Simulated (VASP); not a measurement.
# HgTe (F-43m) in VASP: single point with HSE06

Aim: the single point of HgTe with HSE06.

Program: VASP 6.6.1. These are calculated values, not measurements. Logs are shortened: lines on timing, memory, paths and dates and some standing lists are left out, and cuts for length are marked.

## (1) The cell of the first run

The structure is cubic, space group F-43m (No. 216). Conventional cell: a = 6.567 Å, b = 6.567 Å, c = 6.567 Å, α = 90.00°, β = 90.00°, γ = 90.00°. Hg (site symmetry -43m) has 4 Te at 2.84 Å within 3.7 Å. Within 3.7 Å of Te (site symmetry -43m) lie 4 Hg at 2.84 Å.

## (2) Single point, HSE06

Input file POSCAR:

```
HgTe
1.0
    0.0000000000      3.2836564496      3.2836564496
    3.2836564496      0.0000000000      3.2836564496
    3.2836564496      3.2836564496      0.0000000000
Hg Te
1 1
Direct
    0.0000000000      0.0000000000      0.0000000000
    0.2500000000      0.2500000000      0.2500000000
```

Input file INCAR.step1:

```
  ALGO = Normal
  EDIFF = 1E-5
  ENCUT = 520
  GGA = PE
  ISIF = 2
  ISMEAR = 0
  LASPH = True
  LCHARG = False
  LREAL = False
  LWAVE = True
  NBANDS = 16
  NELM = 100
  PREC = Accurate
  SIGMA = 0.01
```

Input file INCAR.step2:

```
  ALGO = Normal
  EDIFF = 1E-6
  ENCUT = 520
  GGA = PE
  HFSCREEN = 0.2079
  ISIF = 2
  ISMEAR = 0
  ISTART = 1
  LASPH = True
  LCHARG = False
  LHFCALC = True
  LREAL = False
  LWAVE = False
  NBANDS = 16
  NELM = 100
  PREC = Accurate
  PRECFOCK = Normal
  SIGMA = 0.01
```

Input file KPOINTS:

```
k-points
0
Gamma
  6 6 6
```

Potentials or basis: VASP PAW PBE potentials, release 64 (Hg, Te).

On the command line:

```sh
> cat potpaw_PBE.64/Hg/POTCAR potpaw_PBE.64/Te/POTCAR > POTCAR
> cp INCAR.step1 INCAR
> mpirun -np 1 vasp_std > vasp.out
> cp INCAR.step2 INCAR
> mpirun -np 1 vasp_std > vasp.out
```

OUTCAR:

```text
EDIFF = 1E-6
   ENCUT = 520
   GGA = PE
   HFSCREEN = 0.2079
   ISIF = 2
   ISMEAR = 0
   ISTART = 1
   LASPH = True
   LHFCALC = True
   LREAL = False
   NELM = 100
   PREC = Accurate
   PRECFOCK = Normal

 ion  position               nearest neighbor table
   1  0.000  0.000  0.000-   2 2.84   2 2.84   2 2.84   2 2.84
   2  0.250  0.250  0.250-   1 2.84   1 2.84   1 2.84   1 2.84

  LATTYP: Found a face centered cubic cell.
 ALAT       =     6.5673128992

  Lattice vectors:

 A1 = (   0.0000000000,   3.2836564496,   3.2836564496)
 A2 = (   3.2836564496,   0.0000000000,   3.2836564496)
 A3 = (   3.2836564496,   3.2836564496,   0.0000000000)

Analysis of symmetry for initial positions (statically):
=====================================================================
 Subroutine PRICEL returns:
 Original cell was already a primitive cell.

 Routine SETGRP: Setting up the symmetry group for a
 face centered cubic supercell.

 Subroutine GETGRP returns: Found 24 space group operations
 (whereof 24 operations were pure point group operations)
 out of a pool of 48 trial point group operations.

The static configuration has the point symmetry T_d .

Analysis of symmetry for dynamics (positions and initial velocities):
=====================================================================
 Subroutine PRICEL returns:
 Original cell was already a primitive cell.

 Routine SETGRP: Setting up the symmetry group for a
 face centered cubic supercell.

 Subroutine GETGRP returns: Found 24 space group operations
 (whereof 24 operations were pure point group operations)
 out of a pool of 48 trial point group operations.

The dynamic configuration has the point symmetry T_d .

 Subroutine INISYM returns: Found 24 space group operations
 (whereof 24 operations are pure point group operations),
 and found     1 'primitive' translations

----------------------------------------------------------------------------------------

                                     Primitive cell

  volume of cell :      70.8114

  direct lattice vectors                    reciprocal lattice vectors
     0.000000000  3.283656450  3.283656450    -0.152269279  0.152269279  0.152269279
     3.283656450  0.000000000  3.283656450     0.152269279 -0.152269279  0.152269279
     3.283656450  3.283656450  0.000000000     0.152269279  0.152269279 -0.152269279

  length of vectors
     4.643791485  4.643791485  4.643791485     0.263738128  0.263738128  0.263738128

  position of ions in fractional coordinates (direct lattice)
     0.000000000  0.000000000  0.000000000
     0.250000000  0.250000000  0.250000000

  ion indices of the primitive-cell ions
   primitive index   ion index
                 1           1
                 2           2

----------------------------------------------------------------------------------------

 KPOINTS: k-points

Automatic generation of k-mesh.
 Grid dimensions read from file:
 generate k-points for:    6    6    6

 Generating k-lattice:

  Cartesian coordinates                     Fractional coordinates (reciprocal lattice)
    -0.025378213  0.025378213  0.025378213     0.166666667  0.000000000  0.000000000
     0.025378213 -0.025378213  0.025378213     0.000000000  0.166666667  0.000000000
     0.025378213  0.025378213 -0.025378213     0.000000000  0.000000000  0.166666667

  Length of vectors
     0.043956355  0.043956355  0.043956355

  Shift w.r.t. Gamma in fractional coordinates (k-lattice)
     0.000000000  0.000000000  0.000000000

 Subroutine IBZKPT returns following result:
 ===========================================

 Found     16 irreducible k-points:

 Following reciprocal coordinates:
            Coordinates               Weight
  0.000000  0.000000  0.000000      1.000000
  0.166667  0.000000  0.000000      8.000000
  0.333333  0.000000  0.000000      8.000000
  0.500000  0.000000  0.000000      4.000000
  0.166667  0.166667  0.000000      6.000000
  0.333333  0.166667  0.000000     24.000000
[... 8 lines left out ...]
 -0.333333  0.333333  0.166667     24.000000
 -0.333333  0.500000  0.166667     12.000000
   k-points           NKPTS =     16   k-points in BZ     NKDIM =    216   number of bands    NBANDS=     16
   number of dos      NEDOS =    301   number of ions     NIONS =      2
   total plane-waves  NPLWV =  46656
   dimension x,y,z NGX =    36 NGY =   36 NGZ =   36
   dimension x,y,z NGXF=    72 NGYF=   72 NGZF=   72
   ions per type =               1   1
   NGX,Y,Z   is equivalent  to a cutoff of  12.89, 12.89, 12.89 a.u.
   NGXF,Y,Z  is equivalent  to a cutoff of  25.78, 25.78, 25.78 a.u.
 SYSTEM =  unknown system
   PREC   = accura    normal or accurate (medium, high low for compatibility)
   ISTART =      1    job   : 0-new  1-cont  2-samecut
   ICHARG =      0    charge: 1-file 2-atom 10-const
   ISPIN  =      1    spin polarized calculation?
   LNONCOLLINEAR =      F non collinear calculations
   LSORBIT =      F    spin-orbit coupling
   LASPH  =      T    aspherical Exc in radial PAW
   ENCUT  =  520.0 eV  38.22 Ry    6.18 a.u.   8.63  8.63  8.63*2*pi/ulx,y,z
   NELM   =    100;   NELMIN=  2; NELMDL=  0     # of ELM steps
   EDIFF  = 0.1E-05   stopping-criterion for ELM
   LREAL  =      F    real-space projection
   EDIFFG = 0.1E-04   stopping-criterion for IOM
   NSW    =      0    number of steps for IOM
   IBRION =     -1    ionic relax: 0-MD 1-quasi-New 2-CG
   NFREE  =      0    steps in history (QN), initial steepest desc. (CG)
   ISIF   =      2    stress and relaxation
   ISYM   =      3    0-nonsym 1-usesym 2-fastsym
   POTIM  = 0.5000    time-step for ionic-motion
   TEBEG  =    0.0;   TEEND  =   0.0 temperature during run
   PSTRESS=    0.0 pullay stress
   NELECT =      18.0000    total number of electrons
   NUPDOWN=      -1.0000    fix difference up-down
   EMIN   =  10.00;   EMAX   =-10.00  energy-range for DOS
   EFERMI =   0.00;   METHOD = LEGACY
   ISMEAR =     0;   SIGMA  =   0.01  broadening in eV -4-tet -1-fermi 0-gaus
   EFERMI_NEDOS =   21; number of points for ismear=-14 and -15
   IALGO  =     38    algorithm
   IMIX   =      1    mixing-type and parameters
     AMIX     =   0.40;   BMIX     =  1.00
     AMIX_MAG =   1.60;   BMIX_MAG =  1.00
  volume/ion in A,a.u.               =      35.41       238.93
  Fermi-wavevector in a.u.,A,eV,Ry     =   1.037046  1.959732 14.632577  1.075464
  Thomas-Fermi vector in A             =   2.171465
   LORBIT       =      0    0 simple, 1 ext, 2 COOP (PROOUT), +10 PAW based schemes
   GGA     = PE    functional components
   LHFCALC =     T    Hartree Fock is set to
   PRECFOCK=normal    Normal, Fast or Accurate (Low or Medium for compatibility)
   ENCUT4O =  -1.0   cutoff for four orbital integrals eV
   NKREDX  =     1    reduce k-point grid by
   NKREDY  =     1    reduce k-point grid by
   NKREDZ  =     1    reduce k-point grid by
   AEXX    =    0.2500 exact exchange contribution
   HFSCREEN=    0.2079 screening length (either q_TF or 0.3 A-1)
   HFSCREENC=   0.2079 screening length for correlation (either q_TF or 0.3 A-1)
   ENCUTFOCK=  -1.0 apply spherical cutoff to Coloumb kernel
   IVDW    =     0    specifies the selected vdW correction
   LEPSILON=     F    determine dielectric tensor
   LRPA    =     F    only Hartree local field effects (RPA)
 non-spin polarized calculation
 Gauss-broadening in eV      SIGMA  =   0.01
  energy-cutoff  :      520.00
  volume of cell :       70.81
 maximum number of plane-waves:      1932
 NGX is ok and might be reduce to    36
  NGX = 28; NGY = 28; NGZ = 28

 number of electron      18.0000001 magnetization

 Free energy of the ion-electron system (eV)
  ---------------------------------------------------
  ext. energy  EPLUGINS =         0.00000000
  ---------------------------------------------------
  free energy    TOTEN  =        -4.73972117 eV

  energy without entropy =       -4.73964975  energy(sigma->0) =       -4.73968546

 E-fermi :   2.1527     XC(G=0):  -7.1260

 val. band max:        2.1496696130   @ k =   0.0000   0.0000   0.0000
 cond. band min:       3.4585359654   @ k =   0.1667   0.0000   0.0000
 fundamental gap:      1.3088663524
 Fermi energy:         2.1527080856

 k-point     1 :       0.0000    0.0000    0.0000
  band No.  band energies     occupation
      1     -10.5320      2.00000
      2      -6.0367      2.00000
      3      -6.0367      2.00000
      4      -6.0367      2.00000
      5      -5.5579      2.00000
      6      -5.5579      2.00000
[... 8 lines left out ...]
     15      12.5645      0.00000
     16      12.5645      0.00000

 k-point     2 :       0.1667    0.0000    0.0000
  band No.  band energies     occupation
      1     -10.3994      2.00000
      2      -6.0038      2.00000
      3      -6.0038      2.00000
      4      -5.9608      2.00000
      5      -5.5601      2.00000
      6      -5.5601      2.00000
[... 8 lines left out ...]
     15      11.5797      0.00000
     16      11.5797      0.00000

 k-point     3 :       0.3333    0.0000    0.0000
  band No.  band energies     occupation
      1     -10.1185      2.00000
      2      -5.9461      2.00000
      3      -5.9461      2.00000
      4      -5.6394      2.00000
      5      -5.5526      2.00000
      6      -5.5526      2.00000
[... 8 lines left out ...]
     15      11.9092      0.00000
     16      11.9092      0.00000

 k-point     4 :       0.5000    0.0000    0.0000
  band No.  band energies     occupation
      1      -9.9703      2.00000
      2      -5.9232      2.00000
      3      -5.9231      2.00000
      4      -5.5408      2.00000
      5      -5.5408      2.00000
      6      -5.2285      2.00000
[... 8 lines left out ...]
     15      13.1497      0.00000
     16      13.1497      0.00000

 k-point     5 :       0.1667    0.1667    0.0000
  band No.  band energies     occupation
      1     -10.3548      2.00000
      2      -5.9834      2.00000
      3      -5.9699      2.00000
      4      -5.9699      2.00000
      5      -5.5766      2.00000
      6      -5.5445      2.00000
[... 8 lines left out ...]
     15      11.5548      0.00000
     16      12.7229      0.00000

 k-point     6 :       0.3333    0.1667    0.0000
  band No.  band energies     occupation
      1     -10.1211      2.00000
      2      -5.9364      2.00000
      3      -5.9038      2.00000
      4      -5.7725      2.00000
      5      -5.5523      2.00000
      6      -5.5340      2.00000
[... 8 lines left out ...]
     15      12.4555      0.00000
     16      12.7599      0.00000
[... 115 lines left out ...]
 k-point    13 :       0.5000    0.5000    0.0000
  band No.  band energies     occupation
      1      -9.7776      2.00000
      2      -5.8095      2.00000
      3      -5.7335      2.00000
      4      -5.7335      2.00000
      5      -5.5041      2.00000
      6      -5.0829      2.00000
[... 8 lines left out ...]
     15      13.4220      0.00000
     16      14.4820      0.00000

 k-point    14 :       0.5000    0.3333    0.1667
  band No.  band energies     occupation
      1      -9.9271      2.00000
      2      -5.8707      2.00000
      3      -5.8528      2.00000
      4      -5.6627      2.00000
      5      -5.5365      2.00000
      6      -5.3488      2.00000
[... 8 lines left out ...]
     15      13.2780      0.00000
     16      14.2383      0.00000

 k-point    15 :      -0.3333    0.3333    0.1667
  band No.  band energies     occupation
      1      -9.8280      2.00000
      2      -5.8505      2.00000
      3      -5.8265      2.00000
      4      -5.6007      2.00000
      5      -5.5602      2.00000
      6      -5.0571      2.00000
[... 8 lines left out ...]
     15      13.3840      0.00000
     16      14.0742      0.00000

 k-point    16 :      -0.3333    0.5000    0.1667
  band No.  band energies     occupation
      1      -9.7788      2.00000
      2      -5.8173      2.00000
      3      -5.7844      2.00000
      4      -5.6547      2.00000
      5      -5.5401      2.00000
      6      -4.9781      2.00000
[... 8 lines left out ...]
     15      13.9579      0.00000
     16      14.1721      0.00000

------------------------ aborting loop because EDIFF is reached ----------------------------------------

  FORCE on cell =-STRESS in cart. coord.  units (eV):
  Direction    XX          YY          ZZ          XY          YZ          ZX
  --------------------------------------------------------------------------------------
  -------------------------------------------------------------------------------------
  Total       -0.0353240     -0.0353240     -0.0353240      0.0000000      0.0000000      0.0000000
  in kB       -0.7992413     -0.7992413     -0.7992413      0.0000000      0.0000000      0.0000000
  external PRESSURE =      -0.7992413 kB  Pullay stress =       0.0000000 kB

 VOLUME and BASIS-vectors are now :
 -----------------------------------------------------------------------------
  energy-cutoff  :      520.00
  volume of cell :       70.81
      direct lattice vectors                 reciprocal lattice vectors
     0.000000000  3.283656450  3.283656450    -0.152269279  0.152269279  0.152269279
     3.283656450  0.000000000  3.283656450     0.152269279 -0.152269279  0.152269279
     3.283656450  3.283656450  0.000000000     0.152269279  0.152269279 -0.152269279

 POSITION                                       TOTAL-FORCE (eV/Angst)
 -----------------------------------------------------------------------------------
      0.00000      0.00000      0.00000         0.000000      0.000000      0.000000
      1.64183      1.64183      1.64183        -0.000000     -0.000000     -0.000000
 -----------------------------------------------------------------------------------
    total drift:                               -0.000007     -0.000010      0.000004

  FREE ENERGIE OF THE ION-ELECTRON SYSTEM (eV)
  ---------------------------------------------------
  free  energy   TOTEN  =        -4.7397211714 eV

  energy  without entropy=       -4.7396497537  energy(sigma->0) =       -4.73968546
```

It took 78 min on 1 thread of Oxide Virtual Turin-like, shared host; peak memory 0.32 GiB.

Results:

- Free energy: -4.7397 eV
- Pressure: -0.1 GPa
- Band gap on the k mesh: zero (filled and empty bands touch)

Caveat: the PAW data sets were made with another functional, which shifts forces and pressure a little; spin-orbit coupling is left out, which moves the levels of the heavy elements.
